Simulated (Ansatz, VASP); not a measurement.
# Two plane-wave programs on CaZn

```
Ca Zn
1.0
     3.64868    0.00000    0.00000
     0.00000    3.64868    0.00000
     0.00000    0.00000    3.64868
Ca Zn
1 1
Direct
  0.00000 0.00000 0.00000
  0.50000 0.50000 0.50000
```

Alike in both runs: task single point; functional LDA; k mesh 6 × 6 × 6; occupations gaussian, width 0.1 eV; no spin polarisation.

|  | VASP | Ansatz |
| --- | --- | --- |
| version | VASP 6.6.1 | Ansatz 0.2.0 |
| potentials or method | VASP PAW LDA potentials, release 64 (Ca_sv, Zn), cutoff 500 eV | scalar-relativistic, plane waves, PAW |
| valence electrons in the cell | 22 | 22 |

VASP gave:

```
gap on the k mesh at the Fermi level (eV) : none
pressure (GPa)                            : -2.8
```

**Question.** Estimate Ansatz's values.

**Answer.** gap on the k mesh at the Fermi level (eV): none; pressure (GPa): -3.0.

LDA's correlation is that of Perdew and Zunger in VASP and of Perdew and Wang (1992) in Ansatz. A gap of «none» marks a metal or a gap that the smearing closes.
